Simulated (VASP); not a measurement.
A run of VASP 6.6.1 is set up as follows.

INCAR

```
SYSTEM = Al35CdN35
PREC     = Accurate       ! precision mode
ENCUT    = 520            ! plane-wave cutoff, eV
EDIFF    = 1E-6           ! SCF threshold, eV
ISMEAR   = 0              ! smearing method
SIGMA    = 0.01           ! smearing width, eV
LREAL    = Auto         
LASPH    = .True.         ! aspherical terms in the spheres
NELM     = 80             ! most SCF steps
ALGO     = Normal         ! electronic algorithm
ISIF     = 2              ! what is computed and relaxed
LWAVE    = .False.        ! write WAVECAR
LCHARG   = .False.        ! write CHGCAR
GGA      = PE             ! functional
NBANDS   = 187            ! bands
```

The input KPOINTS:

```
Automatic mesh
0
Gamma
  1 1 1
  0.25 0.25 0.25
```

Contents of POSCAR:

```
Al35CdN35
1.0
    9.3892708701      0.0000000899      0.0000000000
   -4.6946355101      8.1313470499      0.0000000000
    0.0000000000      0.0000000000     10.0348065900
Al N Cd
35 35 1
Direct
    0.2245103573      0.1107602232      0.2503804898
    0.1092932626      0.2145144425      0.5037725827
    0.2234004571      0.1108374402      0.7507158936
    0.1100232524      0.2197890496      1.0003021075
    0.2260157261      0.4458826842      0.2332983623
    0.1089341051      0.5606061369      0.5041171773
    0.2212716093      0.4436427238      0.7558740355
    0.1100123358      0.5563375602      1.0002360483
    0.2244685757      0.7794954574      0.2502732267
    0.1103798407      0.8880699712      0.5008112000
    0.2234268661      0.7787128091      0.7508349340
    0.1111466346      0.8886230181      1.0004187923
    0.5560872094      0.1109269450      0.2508691773
    0.4476460435      0.2226555748      0.5001234676
    0.5555045732      0.1107117494      0.7500045650
    0.4453225008      0.2217716495      0.9999220767
    0.5583552115      0.4432710011      0.2491732511
    0.5548101850      0.4441593782      0.7504262333
    0.4473481653      0.5568130353      0.9947748560
    0.5584560051      0.7810993191      0.2494725038
    0.4477810982      0.8907506063      0.5000606724
    0.5549019936      0.7767052705      0.7503287017
    0.4453490873      0.8896625246      0.9999588860
    0.8892234143      0.1107055270      0.2514593623
    0.7782291382      0.2215931744      0.5005314407
    0.8870458075      0.1093892927      0.7506062181
    0.7778384678      0.2218474037      1.0005862394
    0.8891955198      0.4441237447      0.2511406021
    0.7752860338      0.5547252453      0.4999165661
    0.8869935389      0.4433617970      0.7507145520
    0.7787164418      0.5556791161      1.0001425173
    0.8896536911      0.7776629372      0.2504711549
    0.7751806572      0.8868345637      0.4994919039
    0.8881736649      0.7771107837      0.7497995840
    0.7786954326      0.8890172404      1.0002015494
    0.2232915932      0.1105911561      0.4409781920
    0.1122405958      0.2213744745      0.1923782660
    0.2221420160      0.1109776117      0.9409294335
    0.1107293850      0.2218244905      0.6924475875
    0.1122386503      0.5561930634      0.1921860072
    0.2192856666      0.4429314650      0.9468819450
    0.1107094237      0.5545878332      0.6926313573
    0.2232418262      0.7786681201      0.4409473618
    0.1122299281      0.8887593149      0.1910660521
    0.2221934341      0.7778572274      0.9410190598
    0.1113591187      0.8884492999      0.6909239597
    0.5568251189      0.1114825223      0.4409595521
    0.4446846927      0.2205370697      0.1891927792
    0.5562312283      0.1114204229      0.9402382780
    0.4445903193      0.2213889998      0.6909630369
    0.5625606541      0.4351350097      0.4345626720
    0.4491050385      0.5573816365      0.1876728242
    0.5574044768      0.4433005652      0.9418493000
    0.4413007198      0.5534404705      0.7094426431
    0.5627560625      0.7939884421      0.4345587486
    0.4446913113      0.8894759555      0.1892219213
    0.5574903416      0.7808394727      0.9418459372
    0.4445026034      0.8886706074      0.6909817549
    0.8929110423      0.1135355974      0.4417529231
    0.7792183385      0.2221556550      0.1913912994
    0.8890498647      0.1112492130      0.9409316318
    0.7780440594      0.2216417071      0.6909121802
    0.8923908010      0.4446031269      0.4415009015
    0.7812745749      0.5563033551      0.1897809495
    0.8889750363      0.4441689450      0.9409429286
    0.7777592648      0.5548545977      0.6906144228
    0.8893734762      0.7777900845      0.4409203320
    0.7813109516      0.8902520220      0.1898484596
    0.8893472739      0.7779272243      0.9403310939
    0.7777387626      0.8882523162      0.6905272834
    0.3917694475      0.5286103655      0.4868045245
```

Potentials or basis: VASP PAW PBE potentials, release 64 (Al, N, Cd).

Command:

```console
$ cat potpaw_PBE.64/Al/POTCAR potpaw_PBE.64/N/POTCAR potpaw_PBE.64/Cd/POTCAR > POTCAR
$ mpirun -np 1 vasp_std > vasp.out
```

Problem. What does it give for the largest force?

Solution. 0.119 eV/Å.

Problem. Predict the band gap on the k mesh.

Solution. 3.49 eV.

Problem. What does it give for the pressure?

Solution. 1.1 GPa.

Forces on the atoms (eV/Å):
```
Al   0.030 -0.020  0.009
Al   0.018 -0.008  0.027
Al   0.026 -0.013 -0.003
Al  -0.028  0.014  0.003
Al   0.026 -0.007 -0.011
Al  -0.014  0.016 -0.033
Al   0.022 -0.010  0.007
Al  -0.018  0.009  0.002
Al   0.025 -0.014  0.022
Al   0.016  0.030 -0.025
Al   0.025 -0.015 -0.003
Al  -0.024  0.017  0.003
Al   0.021 -0.010  0.003
Al  -0.020  0.023 -0.012
Al   0.023 -0.013  0.000
Al  -0.026  0.017  0.000
Al   0.029 -0.014  0.011
Al   0.037 -0.013 -0.001
Al  -0.025  0.010 -0.001
Al   0.022 -0.023 -0.046
Al  -0.085  0.015  0.015
Al   0.020 -0.024  0.013
Al  -0.026  0.013  0.003
Al   0.027 -0.007 -0.026
Al  -0.051  0.047  0.005
Al   0.026 -0.006  0.010
Al  -0.027  0.012  0.003
Al   0.022 -0.011  0.019
Al  -0.007 -0.030 -0.029
Al   0.024 -0.013 -0.007
Al  -0.029  0.012  0.001
Al   0.030 -0.016 -0.001
Al   0.051 -0.038  0.062
Al   0.031 -0.027  0.002
Al  -0.023  0.018  0.001
N    0.016 -0.035  0.012
N   -0.033  0.016 -0.002
N    0.042 -0.026  0.004
N   -0.023  0.012  0.004
N   -0.042  0.023  0.016
N    0.043 -0.020 -0.004
N   -0.029  0.012  0.006
N   -0.001 -0.009  0.017
N   -0.042  0.025 -0.005
N    0.037 -0.027 -0.004
N   -0.038  0.020  0.004
N    0.050 -0.017 -0.006
N   -0.037  0.024 -0.006
N    0.039 -0.024 -0.001
N   -0.039  0.016  0.009
N    0.100 -0.064 -0.007
N   -0.028  0.012 -0.017
N    0.047 -0.026  0.003
N   -0.030  0.029  0.063
N    0.019  0.034 -0.010
N   -0.034  0.021 -0.004
N    0.039 -0.026 -0.012
N   -0.026  0.020 -0.002
N   -0.033  0.010 -0.046
N   -0.034  0.018  0.001
N    0.037 -0.021  0.002
N   -0.035  0.019 -0.003
N    0.022  0.020  0.007
N   -0.039  0.022 -0.006
N    0.038 -0.019  0.007
N   -0.041  0.027  0.006
N    0.023 -0.005  0.001
N   -0.040  0.020  0.006
N    0.039 -0.020 -0.001
N   -0.043  0.025 -0.019
Cd  -0.076 -0.007 -0.031
```
